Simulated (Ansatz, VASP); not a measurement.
Two plane-wave programs on SiO2

```
CELL_PARAMETERS angstrom
5.06907 0.00000 0.00000
-2.53454 4.38995 0.00000
0.00000 0.00000 8.55849
ATOMIC_POSITIONS crystal
Si 0.33333 0.66667 0.43713
Si 0.33333 0.66667 0.06287
Si 0.66667 0.33333 0.56287
Si 0.66667 0.33333 0.93713
O 0.42126 0.00000 0.00000
O 0.33333 0.66667 0.25000
O 0.66667 0.33333 0.75000
O 0.00000 0.57874 0.50000
O 0.57874 0.57874 0.00000
O 0.57874 0.00000 0.50000
O 0.42126 0.42126 0.50000
O 0.00000 0.42126 0.00000
```

Alike in both runs: task single point; functional PBE; k mesh 6 × 6 × 3; occupations fermi-dirac, width 0.05 eV; no spin polarisation.

```csv
,VASP,Ansatz
version,VASP 6.6.1,Ansatz 0.2.0
potentials or method,"VASP PAW PBE potentials, release 64 (Si, O)",Ansatz PAW
plane-wave cutoff (eV),520,420
valence electrons in the cell,64,64
```

Ansatz gave:

- gap on the k mesh at the Fermi level (eV): 5.61
- least direct gap on the mesh (eV): 5.63
- pressure (GPa): 4.1
- rms of the force components (eV/Å): 0.103

Estimate VASP's values.

gap on the k mesh at the Fermi level (eV): 5.61; least direct gap on the mesh (eV): 5.63; pressure (GPa): 4.2; rms of the force components (eV/Å): 0.101.

Atom by atom the forces differ by 0.005 eV/Å (rms over components).

Noted on Ansatz's run: odd divisions of the mesh miss points on the zone boundary, where band edges often lie, so the gap on the mesh can be too wide.
